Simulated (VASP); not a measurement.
# ZrO5 (F-43m) in VASP: density of states with PBE

Aim: the density of states of ZrO5 with PBE.

All numbers are computed with VASP 6.6.1; they aren't measurements. Logs are shortened: lines on timing, memory, paths and dates and some standing lists are left out, and cuts for length are marked.

### Step 1. The cell of the first run

Symmetry: F-43m, No. 216, cubic system. Conventional cell: a = 5.944 Å, b = 5.944 Å, c = 5.944 Å, α = 90.00°, β = 90.00°, γ = 90.00°. Within 3.3 Å of Zr (site symmetry -43m) lie 16 O at 2.46 to 2.57 Å. Within 3.3 Å of O (site symmetry -43m) lie 12 O at 2.47 Å and 4 Zr at 2.57 Å. O (site symmetry 3m) has 9 O at 2.09 to 2.47 Å and 3 Zr at 2.46 Å within 2.8 Å.

### Step 2. Density of states, PBE

The input, POSCAR:

```
ZrO5
1.0
    0.0000000000      2.9719023268      2.9719023268
    2.9719023268      0.0000000000      2.9719023268
    2.9719023268      2.9719023268      0.0000000000
Zr O
1 5
Direct
    0.0000000000      0.0000000000      0.0000000000
    0.7500000000      0.7500000000      0.7500000000
    0.3742394562      0.3742394562      0.8772816314
    0.3742394562      0.8772816314      0.3742394562
    0.3742394562      0.3742394562      0.3742394562
    0.8772816314      0.3742394562      0.3742394562
```

The input, INCAR.step1:

```
ALGO = Normal ; EDIFF = 1E-6
ENCUT = 520 ; GGA = PE
ISIF = 2 ; ISMEAR = 0
LASPH = True ; LCHARG = True
LMAXMIX = 4 ; LREAL = False
LWAVE = False ; NBANDS = 30
NELM = 60 ; PREC = Accurate
SIGMA = 0.1
```

The input, KPOINTS.step1:

```
k-points
0
Gamma
  12 12 12
```

The input, INCAR.step2:

```
ALGO = Normal ; EDIFF = 1E-6
ENCUT = 520 ; GGA = PE
ICHARG = 11 ; ISIF = 2
ISMEAR = -5 ; LASPH = True
LCHARG = False ; LMAXMIX = 4
LORBIT = 11 ; LREAL = False
LWAVE = False ; NBANDS = 30
NEDOS = 2001 ; NELM = 60
PREC = Accurate ; SIGMA = 0.1
```

The input, KPOINTS.step2:

```
k-points
0
Gamma
  18 18 18
```

Potentials or basis: VASP PAW PBE potentials, release 64 (Zr_sv, O).

Run with:

```
$ cat potpaw_PBE.64/Zr_sv/POTCAR potpaw_PBE.64/O/POTCAR > POTCAR
$ cp INCAR.step1 INCAR
$ cp KPOINTS.step1 KPOINTS
$ mpirun -np 1 vasp_std > vasp.out
$ cp INCAR.step2 INCAR
$ cp KPOINTS.step2 KPOINTS
$ mpirun -np 1 vasp_std > vasp.out
```

OUTCAR:

```text
EDIFF = 1E-6
   ENCUT = 520
   GGA = PE
   ICHARG = 11
   ISIF = 2
   ISMEAR = -5
   LASPH = True
   LORBIT = 11
   LREAL = False
   NELM = 60
   PREC = Accurate

 ion  position               nearest neighbor table
   1  0.000  0.000  0.000-   4 2.46   6 2.46   3 2.46   6 2.46   3 2.46   4 2.46   5 2.46   5 2.46
                             5 2.46   3 2.46   4 2.46   6 2.46   2 2.57   2 2.57   2 2.57   2 2.57
   2  0.750  0.750  0.750-   1 2.57   1 2.57   1 2.57   1 2.57
   3  0.374  0.374  0.877-   1 2.46   1 2.46   1 2.46
   4  0.374  0.877  0.374-   1 2.46   1 2.46   1 2.46
   5  0.374  0.374  0.374-   1 2.46   1 2.46   1 2.46
   6  0.877  0.374  0.374-   1 2.46   1 2.46   1 2.46

  LATTYP: Found a face centered cubic cell.
 ALAT       =     5.9438046536

  Lattice vectors:

 A1 = (   0.0000000000,   2.9719023268,   2.9719023268)
 A2 = (   2.9719023268,   0.0000000000,   2.9719023268)
 A3 = (   2.9719023268,   2.9719023268,   0.0000000000)

Analysis of symmetry for initial positions (statically):
=====================================================================
 Subroutine PRICEL returns:
 Original cell was already a primitive cell.

 Routine SETGRP: Setting up the symmetry group for a
 face centered cubic supercell.

 Subroutine GETGRP returns: Found 24 space group operations
 (whereof 24 operations were pure point group operations)
 out of a pool of 48 trial point group operations.

The static configuration has the point symmetry T_d .

Analysis of symmetry for dynamics (positions and initial velocities):
=====================================================================
 Subroutine PRICEL returns:
 Original cell was already a primitive cell.

 Routine SETGRP: Setting up the symmetry group for a
 face centered cubic supercell.

 Subroutine GETGRP returns: Found 24 space group operations
 (whereof 24 operations were pure point group operations)
 out of a pool of 48 trial point group operations.

The dynamic configuration has the point symmetry T_d .

 Subroutine INISYM returns: Found 24 space group operations
 (whereof 24 operations are pure point group operations),
 and found     1 'primitive' translations

----------------------------------------------------------------------------------------

                                     Primitive cell

  volume of cell :      52.4969

  direct lattice vectors                    reciprocal lattice vectors
     0.000000000  2.971902327  2.971902327    -0.168242407  0.168242407  0.168242407
     2.971902327  0.000000000  2.971902327     0.168242407 -0.168242407  0.168242407
     2.971902327  2.971902327  0.000000000     0.168242407  0.168242407 -0.168242407

  length of vectors
     4.202904577  4.202904577  4.202904577     0.291404396  0.291404396  0.291404396

  position of ions in fractional coordinates (direct lattice)
     0.000000000  0.000000000  0.000000000
     0.750000000  0.750000000  0.750000000
     0.374239456  0.374239456  0.877281631
     0.374239456  0.877281631  0.374239456
     0.374239456  0.374239456  0.374239456
     0.877281631  0.374239456  0.374239456

  ion indices of the primitive-cell ions
   primitive index   ion index
                 1           1
                 2           2
                 3           3
                 4           4
                 5           5
                 6           6

----------------------------------------------------------------------------------------

 KPOINTS: k-points

Automatic generation of k-mesh.
 Grid dimensions read from file:
 generate k-points for:   18   18   18

 Generating k-lattice:

  Cartesian coordinates                     Fractional coordinates (reciprocal lattice)
    -0.009346800  0.009346800  0.009346800     0.055555556  0.000000000  0.000000000
     0.009346800 -0.009346800  0.009346800     0.000000000  0.055555556  0.000000000
     0.009346800  0.009346800 -0.009346800     0.000000000  0.000000000  0.055555556

  Length of vectors
     0.016189133  0.016189133  0.016189133

  Shift w.r.t. Gamma in fractional coordinates (k-lattice)
     0.000000000  0.000000000  0.000000000

 TETIRR: Found    806 inequivalent tetrahedra from    34992

 Subroutine IBZKPT returns following result:
 ===========================================

 Found    195 irreducible k-points:

 Following reciprocal coordinates:
            Coordinates               Weight
  0.000000  0.000000  0.000000      1.000000
  0.055556  0.000000  0.000000      8.000000
  0.111111  0.000000  0.000000      8.000000
  0.166667  0.000000  0.000000      8.000000
  0.222222  0.000000  0.000000      8.000000
  0.277778  0.000000  0.000000      8.000000
[... 16 lines left out ...]
 -0.277778  0.055556  0.000000     24.000000
 -0.222222  0.055556  0.000000     24.000000
 [... further k-points ...]
   k-points           NKPTS =    195   k-points in BZ     NKDIM =    195   number of bands    NBANDS=     30
   number of dos      NEDOS =   2001   number of ions     NIONS =      6
   total plane-waves  NPLWV =  32768
   dimension x,y,z NGX =    32 NGY =   32 NGZ =   32
   dimension x,y,z NGXF=    64 NGYF=   64 NGZF=   64
   ions per type =               1   5
   NGX,Y,Z   is equivalent  to a cutoff of  12.66, 12.66, 12.66 a.u.
   NGXF,Y,Z  is equivalent  to a cutoff of  25.32, 25.32, 25.32 a.u.
 SYSTEM =  unknown system
   PREC   = accura    normal or accurate (medium, high low for compatibility)
   ISTART =      0    job   : 0-new  1-cont  2-samecut
   ICHARG =     11    charge: 1-file 2-atom 10-const
   ISPIN  =      1    spin polarized calculation?
   LNONCOLLINEAR =      F non collinear calculations
   LSORBIT =      F    spin-orbit coupling
   LASPH  =      T    aspherical Exc in radial PAW
   ENCUT  =  520.0 eV  38.22 Ry    6.18 a.u.   7.81  7.81  7.81*2*pi/ulx,y,z
   NELM   =     60;   NELMIN=  2; NELMDL=  0     # of ELM steps
   EDIFF  = 0.1E-05   stopping-criterion for ELM
   LREAL  =      F    real-space projection
   EDIFFG = 0.1E-04   stopping-criterion for IOM
   NSW    =      0    number of steps for IOM
   IBRION =     -1    ionic relax: 0-MD 1-quasi-New 2-CG
   NFREE  =      0    steps in history (QN), initial steepest desc. (CG)
   ISIF   =      2    stress and relaxation
   ISYM   =      2    0-nonsym 1-usesym 2-fastsym
   POTIM  = 0.5000    time-step for ionic-motion
   TEBEG  =    0.0;   TEEND  =   0.0 temperature during run
   PSTRESS=    0.0 pullay stress
   NELECT =      42.0000    total number of electrons
   NUPDOWN=      -1.0000    fix difference up-down
   EMIN   =  10.00;   EMAX   =-10.00  energy-range for DOS
   EFERMI =   0.00;   METHOD = LEGACY
   ISMEAR =    -5;   SIGMA  =   0.10  broadening in eV -4-tet -1-fermi 0-gaus
   EFERMI_NEDOS =   21; number of points for ismear=-14 and -15
   IALGO  =     38    algorithm
   IMIX   =      4    mixing-type and parameters
     AMIX     =   0.40;   BMIX     =  1.00
     AMIX_MAG =   1.60;   BMIX_MAG =  1.00
  volume/ion in A,a.u.               =       8.75        59.04
  Fermi-wavevector in a.u.,A,eV,Ry     =   1.519778  2.871963 31.425706  2.309724
  Thomas-Fermi vector in A             =   2.628718
   LORBIT       =     11    0 simple, 1 ext, 2 COOP (PROOUT), +10 PAW based schemes
   GGA     = PE    functional components
   LHFCALC =     F    Hartree Fock is set to
   AEXX    =    0.0000 exact exchange contribution
   IVDW    =     0    specifies the selected vdW correction
   LEPSILON=     F    determine dielectric tensor
   LRPA    =     F    only Hartree local field effects (RPA)
 non-spin polarized calculation
 Fermi weights with tetrahedron method with Bloechl corrections
  energy-cutoff  :      520.00
  volume of cell :       52.50
 maximum number of plane-waves:      1432

 number of electron      42.0000001 magnetization

 Free energy of the ion-electron system (eV)
  ---------------------------------------------------
  ext. energy  EPLUGINS =         0.00000000
  ---------------------------------------------------
  free energy    TOTEN  =       -33.57662986 eV

  energy without entropy =      -33.57662986  energy(sigma->0) =      -33.57662986

 E-fermi :   6.4928     XC(G=0): -12.5625

 val. band max:        6.5036534331   @ k =   0.2222   0.2222   0.0000
 cond. band min:       6.4851918114   @ k =  -0.2778   0.2778   0.1111
 fundamental gap:     -0.0184616217
 Fermi energy:         6.4927741440

 k-point     1 :       0.0000    0.0000    0.0000
  band No.  band energies     occupation
      1     -42.8397      2.00000
      2     -20.6915      2.00000
      3     -20.6915      2.00000
      4     -20.6915      2.00000
      5     -14.7790      2.00000
      6      -9.9921      2.00000
[... 22 lines left out ...]
     29      11.9228      0.00000
     30      15.3547      0.00000

 k-point     2 :       0.0556    0.0000    0.0000
  band No.  band energies     occupation
      1     -42.8396      2.00000
      2     -20.6980      2.00000
      3     -20.6919      2.00000
      4     -20.6919      2.00000
      5     -14.7507      2.00000
      6     -10.0430      2.00000
[... 22 lines left out ...]
     29      11.9187      0.00000
     30      15.4370      0.00000

 k-point     3 :       0.1111    0.0000    0.0000
  band No.  band energies     occupation
      1     -42.8391      2.00000
      2     -20.7167      2.00000
      3     -20.6933      2.00000
      4     -20.6933      2.00000
      5     -14.6670      2.00000
      6     -10.1890      2.00000
[... 682 lines left out ...]
     29      11.7715      0.00000
     30      17.0194      0.00000

 k-point    24 :      -0.2222    0.0556    0.0000
  band No.  band energies     occupation
      1     -42.8370      2.00000
      2     -20.7911      2.00000
      3     -20.7047      2.00000
      4     -20.6965      2.00000
      5     -14.2668      2.00000
      6     -10.8148      2.00000
[... 22 lines left out ...]
     29      11.8206      0.00000
     30      16.6360      0.00000

 [... further k-points ...]
[... 5 lines left out ...]
  --------------------------------------------------------------------------------------
  -------------------------------------------------------------------------------------
  Total       -0.2187681     -0.2187681     -0.2187681      0.0000000      0.0000000     -0.0000000
  in kB       -6.6766855     -6.6766855     -6.6766855      0.0000000      0.0000000     -0.0000000
  external PRESSURE =      -6.6766855 kB  Pullay stress =       0.0000000 kB

 VOLUME and BASIS-vectors are now :
 -----------------------------------------------------------------------------
  energy-cutoff  :      520.00
  volume of cell :       52.50
      direct lattice vectors                 reciprocal lattice vectors
     0.000000000  2.971902327  2.971902327    -0.168242407  0.168242407  0.168242407
     2.971902327  0.000000000  2.971902327     0.168242407 -0.168242407  0.168242407
     2.971902327  2.971902327  0.000000000     0.168242407  0.168242407 -0.168242407

 POSITION                                       TOTAL-FORCE (eV/Angst)
 -----------------------------------------------------------------------------------
      0.00000      0.00000      0.00000         0.000000     -0.000000     -0.000000
      4.45785      4.45785      4.45785         0.000000     -0.000000      0.000000
      3.71940      3.71940      2.22441        -0.000585     -0.000585      0.000585
      3.71940      2.22441      3.71940        -0.000585      0.000585     -0.000585
      2.22441      2.22441      2.22441         0.000585      0.000585      0.000585
      2.22441      3.71940      3.71940         0.000585     -0.000585     -0.000585
 -----------------------------------------------------------------------------------
    total drift:                                0.002898      0.002898      0.002898

  FREE ENERGIE OF THE ION-ELECTRON SYSTEM (eV)
  ---------------------------------------------------
  free  energy   TOTEN  =       -33.5766298606 eV

  energy  without entropy=      -33.5766298606  energy(sigma->0) =      -33.57662986

 total charge

# of ion       s       p       d       tot
------------------------------------------
    1        2.112   5.985   1.155   9.253
    2        1.598   3.266   0.000   4.863
    3        1.647   3.111   0.000   4.757
    4        1.647   3.111   0.000   4.757
    5        1.647   3.111   0.000   4.757
    6        1.647   3.111   0.000   4.757
--------------------------------------------------
tot         10.296  21.694   1.155  33.145
```

Run time: 2 min. Hardware: 1 thread of Intel Xeon 6975P-C (Granite Rapids), shared host; peak memory 0.35 GiB.

What came out:

| Item | Value |
| --- | --- |
| Valence electrons inside the program's atomic spheres | Zr 9.25; O 4.86, 4.76 |

Caveat: tetrahedron occupations give inexact forces and stress in metals.
